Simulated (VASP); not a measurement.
# Bi (P2/m) in VASP: single point with PBE

Aim: the single point of Bi with PBE.

Everything below comes from runs of VASP 6.6.1. Logs are shortened: lines on timing, memory, paths and dates and some standing lists are left out, and cuts for length are marked.

**1. The cell of the first run**

Symmetry: P2/m, No. 10, monoclinic system. The conventional cell has a = 3.130 Å, b = 3.065 Å, c = 6.297 Å, α = 90.00°, β = 93.07°, γ = 90.00°. Bi (site symmetry m) has 6 Bi at 2.67 to 3.63 Å within 3.7 Å.

**2. Single point, PBE (strained)**

File INCAR:

```
ALGO = Fast
EDIFF = 1E-7
ENCUT = 520
GGA = PE
ISIF = 2
ISMEAR = 0
LASPH = T
LCHARG = F
LREAL = F
LWAVE = F
NBANDS = 22
NELM = 80
PREC = Accurate
SIGMA = 0.1
```

File KPOINTS:

```
k-points
0
Gamma
  14 14 8
```

File POSCAR:

```
Bi
1.0
    3.1297611067      0.0000000000     -0.0647675249
    0.0000000000      3.0649425889      0.0000000000
   -0.2066341984      0.0000000000      6.2931643548
Bi
2
Direct
    0.4805388267      0.0000000000      0.2873175070
    0.5194611733      0.0000000000      0.7126824930
```

Potentials or basis: VASP PAW PBE potentials, release 64 (Bi_d).

Launch:

```bash
$ cat potpaw_PBE.64/Bi_d/POTCAR > POTCAR
$ mpirun -np 1 vasp_std > vasp.out
```

OUTCAR:

```text
EDIFF = 1E-7
   ENCUT = 520
   GGA = PE
   ISIF = 2
   ISMEAR = 0
   LASPH = T
   LREAL = F
   NELM = 80
   PREC = Accurate

 ion  position               nearest neighbor table
   1  0.481  0.000  0.287-   2 2.67   2 3.63
   2  0.519  0.000  0.713-   1 2.67   1 3.63

  LATTYP: Found a simple monoclinic cell.
 ALAT       =     3.1304311871
 B/A-ratio  =     0.9790800071
 C/A-ratio  =     2.0114020884
 COS(beta)  =    -0.0534885012

  Lattice vectors:

 A1 = (   3.1297611067,   0.0000000000,  -0.0647675249)
 A2 = (   0.0000000000,   3.0649425889,   0.0000000000)
 A3 = (  -0.2066341984,   0.0000000000,   6.2931643548)

Analysis of symmetry for initial positions (statically):
=====================================================================
 Subroutine PRICEL returns:
 Original cell was already a primitive cell.

 Routine SETGRP: Setting up the symmetry group for a
 simple monoclinic supercell.

 Subroutine GETGRP returns: Found  4 space group operations
 (whereof  4 operations were pure point group operations)
 out of a pool of  4 trial point group operations.

The static configuration has the point symmetry C_2h.

Analysis of symmetry for dynamics (positions and initial velocities):
=====================================================================
 Subroutine PRICEL returns:
 Original cell was already a primitive cell.

 Routine SETGRP: Setting up the symmetry group for a
 simple monoclinic supercell.

 Subroutine GETGRP returns: Found  4 space group operations
 (whereof  4 operations were pure point group operations)
 out of a pool of  4 trial point group operations.

The dynamic configuration has the point symmetry C_2h.

 Subroutine INISYM returns: Found  4 space group operations
 (whereof  4 operations are pure point group operations),
 and found     1 'primitive' translations

----------------------------------------------------------------------------------------

                                     Primitive cell

  volume of cell :      60.3264

  direct lattice vectors                    reciprocal lattice vectors
     3.129761107  0.000000000 -0.064767525     0.319730456  0.000000000  0.010498255
     0.000000000  3.064942589  0.000000000     0.000000000  0.326270385  0.000000000
    -0.206634198  0.000000000  6.293164355     0.003290578  0.000000000  0.159010617

  length of vectors
     3.130431187  3.064942589  6.296555827     0.319902763  0.326270385  0.159044661

  position of ions in fractional coordinates (direct lattice)
     0.480538827  0.000000000  0.287317507
     0.519461173  0.000000000  0.712682493

  ion indices of the primitive-cell ions
   primitive index   ion index
                 1           1
                 2           2

----------------------------------------------------------------------------------------

 KPOINTS: k-points

Automatic generation of k-mesh.
 Grid dimensions read from file:
 generate k-points for:   14   14    8

 Generating k-lattice:

  Cartesian coordinates                     Fractional coordinates (reciprocal lattice)
     0.022837890  0.000000000  0.000749875     0.071428571  0.000000000  0.000000000
     0.000000000  0.023305028  0.000000000     0.000000000  0.071428571  0.000000000
     0.000411322  0.000000000  0.019876327    -0.000000000  0.000000000  0.125000000

  Length of vectors
     0.022850197  0.023305028  0.019880583

  Shift w.r.t. Gamma in fractional coordinates (k-lattice)
     0.000000000  0.000000000  0.000000000

 Subroutine IBZKPT returns following result:
 ===========================================

 Found    464 irreducible k-points:

 Following reciprocal coordinates:
            Coordinates               Weight
  0.000000  0.000000  0.000000      1.000000
  0.071429  0.000000  0.000000      2.000000
  0.142857  0.000000  0.000000      2.000000
  0.214286  0.000000  0.000000      2.000000
  0.285714  0.000000  0.000000      2.000000
  0.357143  0.000000  0.000000      2.000000
[... 16 lines left out ...]
  0.428571  0.142857  0.000000      4.000000
  0.500000  0.142857  0.000000      2.000000
 [... further k-points ...]
   k-points           NKPTS =    464   k-points in BZ     NKDIM =    464   number of bands    NBANDS=     22
   number of dos      NEDOS =    301   number of ions     NIONS =      2
   total plane-waves  NPLWV =  27648
   dimension x,y,z NGX =    24 NGY =   24 NGZ =   48
   dimension x,y,z NGXF=    48 NGYF=   48 NGZF=   96
   ions per type =               2
   NGX,Y,Z   is equivalent  to a cutoff of  12.75, 13.02, 12.67 a.u.
   NGXF,Y,Z  is equivalent  to a cutoff of  25.49, 26.04, 25.35 a.u.
 SYSTEM =  unknown system
   PREC   = accura    normal or accurate (medium, high low for compatibility)
   ISTART =      0    job   : 0-new  1-cont  2-samecut
   ICHARG =      2    charge: 1-file 2-atom 10-const
   ISPIN  =      1    spin polarized calculation?
   LNONCOLLINEAR =      F non collinear calculations
   LSORBIT =      F    spin-orbit coupling
   LASPH  =      T    aspherical Exc in radial PAW
   ENCUT  =  520.0 eV  38.22 Ry    6.18 a.u.   5.82  5.70 11.71*2*pi/ulx,y,z
   NELM   =     80;   NELMIN=  2; NELMDL= -5     # of ELM steps
   EDIFF  = 0.1E-06   stopping-criterion for ELM
   LREAL  =      F    real-space projection
   EDIFFG = 0.1E-05   stopping-criterion for IOM
   NSW    =      0    number of steps for IOM
   IBRION =     -1    ionic relax: 0-MD 1-quasi-New 2-CG
   NFREE  =      0    steps in history (QN), initial steepest desc. (CG)
   ISIF   =      2    stress and relaxation
   ISYM   =      2    0-nonsym 1-usesym 2-fastsym
   POTIM  = 0.5000    time-step for ionic-motion
   TEBEG  =    0.0;   TEEND  =   0.0 temperature during run
   PSTRESS=    0.0 pullay stress
   NELECT =      30.0000    total number of electrons
   NUPDOWN=      -1.0000    fix difference up-down
   EMIN   =  10.00;   EMAX   =-10.00  energy-range for DOS
   EFERMI =   0.00;   METHOD = LEGACY
   ISMEAR =     0;   SIGMA  =   0.10  broadening in eV -4-tet -1-fermi 0-gaus
   EFERMI_NEDOS =   21; number of points for ismear=-14 and -15
   IALGO  =     68    algorithm
   IMIX   =      4    mixing-type and parameters
     AMIX     =   0.40;   BMIX     =  1.00
     AMIX_MAG =   1.60;   BMIX_MAG =  1.00
  volume/ion in A,a.u.               =      30.16       203.55
  Fermi-wavevector in a.u.,A,eV,Ry     =   1.297018  2.451009 22.888490  1.682257
  Thomas-Fermi vector in A             =   2.428438
   LORBIT       =      0    0 simple, 1 ext, 2 COOP (PROOUT), +10 PAW based schemes
   GGA     = PE    functional components
   LHFCALC =     F    Hartree Fock is set to
   AEXX    =    0.0000 exact exchange contribution
   IVDW    =     0    specifies the selected vdW correction
   LEPSILON=     F    determine dielectric tensor
   LRPA    =     F    only Hartree local field effects (RPA)
 non-spin polarized calculation
 RMM-DIIS sequential band-by-band and
 Gauss-broadening in eV      SIGMA  =   0.10
  energy-cutoff  :      520.00
  volume of cell :       60.33
 maximum number of plane-waves:      1647
   NGX = 11   NGY = 11   NGZ = 23

 number of electron      29.9999999 magnetization

 Free energy of the ion-electron system (eV)
  ---------------------------------------------------
  ext. energy  EPLUGINS =         0.00000000
  ---------------------------------------------------
  free energy    TOTEN  =        -6.78017703 eV

  energy without entropy =       -6.77683330  energy(sigma->0) =       -6.77850516

 E-fermi :   8.2485     XC(G=0): -10.2007

 val. band max:        8.2353768284   @ k =   0.2857   0.2143   0.2500
 cond. band min:       8.2535734742   @ k =   0.5000   0.3571   0.1250
 fundamental gap:      0.0181966458
 Fermi energy:         8.2484994234

 k-point     1 :       0.0000    0.0000    0.0000
  band No.  band energies     occupation
      1     -15.2748      2.00000
      2     -15.0470      2.00000
      3     -14.9992      2.00000
      4     -14.7541      2.00000
      5     -14.7387      2.00000
      6     -14.5275      2.00000
[... 14 lines left out ...]
     21      16.3032      0.00000
     22      18.7794      0.00000

 k-point     2 :       0.0714    0.0000    0.0000
  band No.  band energies     occupation
      1     -15.2713      2.00000
      2     -15.0318      2.00000
      3     -14.9867      2.00000
      4     -14.7627      2.00000
      5     -14.7380      2.00000
      6     -14.5336      2.00000
[... 14 lines left out ...]
     21      16.6330      0.00000
     22      17.9007      0.00000

 k-point     3 :       0.1429    0.0000    0.0000
  band No.  band energies     occupation
      1     -15.2628      2.00000
      2     -14.9880      2.00000
      3     -14.9536      2.00000
      4     -14.7868      2.00000
      5     -14.7361      2.00000
      6     -14.5505      2.00000
[... 14 lines left out ...]
     21      16.5498      0.00000
     22      18.8188      0.00000

 k-point     4 :       0.2143    0.0000    0.0000
  band No.  band energies     occupation
      1     -15.2530      2.00000
      2     -14.9227      2.00000
      3     -14.9113      2.00000
      4     -14.8211      2.00000
      5     -14.7332      2.00000
      6     -14.5749      2.00000
[... 14 lines left out ...]
     21      16.7287      0.00000
     22      19.5188      0.00000

 k-point     5 :       0.2857    0.0000    0.0000
  band No.  band energies     occupation
      1     -15.2440      2.00000
      2     -14.8718      2.00000
      3     -14.8642      2.00000
      4     -14.8432      2.00000
      5     -14.7302      2.00000
      6     -14.6018      2.00000
[... 417 lines left out ...]
 k-point    22 :       0.3571    0.1429    0.0000
  band No.  band energies     occupation
      1     -15.1990      2.00000
      2     -14.8897      2.00000
      3     -14.7684      2.00000
      4     -14.7485      2.00000
      5     -14.7198      2.00000
      6     -14.6624      2.00000
[... 14 lines left out ...]
     21      17.4136      0.00000
     22      17.9784      0.00000

 k-point    23 :       0.4286    0.1429    0.0000
  band No.  band energies     occupation
      1     -15.1933      2.00000
      2     -14.9126      2.00000
      3     -14.7649      2.00000
      4     -14.7283      2.00000
      5     -14.6803      2.00000
      6     -14.6741      2.00000
[... 14 lines left out ...]
     21      17.9849      0.00000
     22      18.4525      0.00000

 k-point    24 :       0.5000    0.1429    0.0000
  band No.  band energies     occupation
      1     -15.1913      2.00000
      2     -14.9208      2.00000
      3     -14.7640      2.00000
      4     -14.7218      2.00000
      5     -14.6867      2.00000
      6     -14.6575      2.00000
[... 14 lines left out ...]
     21      18.2564      0.00000
     22      18.7418      0.00000

 [... further k-points ...]

------------------------ aborting loop because EDIFF is reached ----------------------------------------

  FORCE on cell =-STRESS in cart. coord.  units (eV):
  Direction    XX          YY          ZZ          XY          YZ          ZX
  --------------------------------------------------------------------------------------
  -------------------------------------------------------------------------------------
  Total        3.7134607      5.8102901     10.1604199      0.0000000      0.0000000      0.1069217
  in kB       98.6238618    154.3124586    269.8452824      0.0000000      0.0000000      2.8396780
  external PRESSURE =     174.2605343 kB  Pullay stress =       0.0000000 kB

 VOLUME and BASIS-vectors are now :
 -----------------------------------------------------------------------------
  energy-cutoff  :      520.00
  volume of cell :       60.33
      direct lattice vectors                 reciprocal lattice vectors
     3.129761107  0.000000000 -0.064767525     0.319730456  0.000000000  0.010498255
     0.000000000  3.064942589  0.000000000     0.000000000  0.326270385  0.000000000
    -0.206634198  0.000000000  6.293164355     0.003290578  0.000000000  0.159010617

 POSITION                                       TOTAL-FORCE (eV/Angst)
 -----------------------------------------------------------------------------------
      1.44460      0.00000      1.77701        -0.069325      0.000000     -3.580455
      1.47852      0.00000      4.45138         0.069325     -0.000000      3.580455
 -----------------------------------------------------------------------------------
    total drift:                                0.000000     -0.000000      0.000000

  FREE ENERGIE OF THE ION-ELECTRON SYSTEM (eV)
  ---------------------------------------------------
  free  energy   TOTEN  =        -6.7801770271 eV

  energy  without entropy=       -6.7768332997  energy(sigma->0) =       -6.77850516
```

Wall time 8.3 min (1 thread of Intel Xeon Platinum 8259CL at 2.50GHz (Skylake/Cascade Lake), shared host); peak memory 0.53 GiB.

What came out:

| Property | Result |
| --- | --- |
| Free energy | -6.7802 eV |
| Pressure | 17.4 GPa |
| Largest force | 3.581 eV/Å |
| Band gap on the k mesh | zero (bands 15 and 16 overlap by 5.56 eV) |

Forces in eV/Å, atoms in the order of the input:
```
Bi  -0.069  0.000 -3.580
Bi   0.069  0.000  3.580
```

Levels at points of the mesh, in eV from the Fermi level:
```
           k point  band 13  band 14  band 15  band 16  band 17  band 18
(0.00, 0.00, 0.00)    -5.64     2.92     3.52     3.74     5.56     6.31
(0.50, 0.00, 0.00)    -6.11    -3.77    -3.31     2.54     5.73     6.02
(0.00, 0.50, 0.00)    -6.16    -3.67    -3.30     2.63     5.34     6.33
(0.50, 0.50, 0.00)    -4.10    -3.82    -1.69    -1.52    -1.07     2.23
(0.00, 0.00, 0.50)    -3.12    -0.85     3.20     3.86     5.03     5.64
(0.50, 0.00, 0.50)    -5.77    -4.29    -1.10     1.73     5.38     5.45
(0.00, 0.50, 0.50)    -5.82    -4.34    -0.81     1.96     5.33     5.48
(0.50, 0.50, 0.50)    -3.79    -3.51    -2.25    -1.96     1.22     2.55
```

Caveat: the cell differs from its parent crystal (strained); the cell stands under pressure; spin-orbit coupling is left out, which moves the levels of the heavy elements; forces of over 1 eV/Å act on the atoms, so gaps and moduli don't describe the material at rest.
